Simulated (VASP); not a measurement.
Set up this calculation in VASP 6.6.1, as the native input.

* Task: single point
* Functional: PBEsol
* Potentials or basis: VASP PAW PBE potentials, release 64 (Si, Ge_d)
* Cutoff: 520 eV
* k mesh: 2 × 2 × 2
* Occupations: gaussian, width 0.05 eV
* Spin: no spin polarisation
* Dipole correction: no
* Further INCAR settings: LREAL = Auto; ALGO = Normal; EDIFF = 1e-06; NBANDS = 53

The structure of Si16Ge (a cell with a defect) lies in POSCAR:

```
Si16Ge
1.0
    0.0000000000      5.4300000000      5.4300000000
    5.4300000000      0.0000000000      5.4300000000
    5.4300000000      5.4300000000      0.0000000000
Si Ge
16 1
Direct
   -0.0007123389     -0.0080983425     -0.0009883978
    0.1365301105      0.0905433702      0.1362779926
   -0.0007433702     -0.0080805709      0.5094378453
    0.1122932781      0.1316870166      0.6278306630
    0.0121786372      0.4636064457      0.0119134438
    0.1173187845      0.6208802947      0.1170642726
   -0.0273976059      0.5114047882      0.5078834254
    0.1173090239      0.6208931860      0.6443699816
    0.5096837017     -0.0080921731     -0.0009984346
    0.6281127993      0.1316599448      0.1120002762
    0.4870476059      0.0390159300      0.4867503683
    0.6280569061      0.1317007366      0.6278127072
    0.5081417127      0.5113697053     -0.0277240331
    0.6446205341      0.6208849908      0.1170606814
    0.5079890424      0.5114225599      0.5078339779
    0.6092639963      0.6723842541      0.6089345304
    0.3548453959      0.4356610497      0.3544754144
```

These files were run (other wordings do the same):

INCAR

```
ALGO = Normal
EDIFF = 1E-6
ENCUT = 520
GGA = PS
ISIF = 2
ISMEAR = 0
LASPH = T
LCHARG = F
LREAL = Auto
LWAVE = F
NBANDS = 53
NELM = 100
PREC = Accurate
SIGMA = 0.05
```

KPOINTS

```
k-points
0
Gamma
  2 2 2
```

Potentials or basis: VASP PAW PBE potentials, release 64 (Si, Ge_d).

The run is started by

```console
$ cat potpaw_PBE.64/Si/POTCAR potpaw_PBE.64/Ge_d/POTCAR > POTCAR
$ mpirun -np 1 vasp_std > vasp.out
```

Results of the run:

```json
{
 "Pressure": "4.3 GPa",
 "Largest force": "0.346 eV/Å",
 "Band gap on the k mesh": "zero (bands 39 and 40 overlap by 0.21 eV)"
}
```

Caveat: the k points lie up to 0.50 Å⁻¹ apart; the PAW data sets were made with another functional, which shifts forces and pressure a little.

Run time: 8.8 min on 1 thread of Intel Xeon 8259CL, with other jobs on the host, peak memory 0.5 GiB.
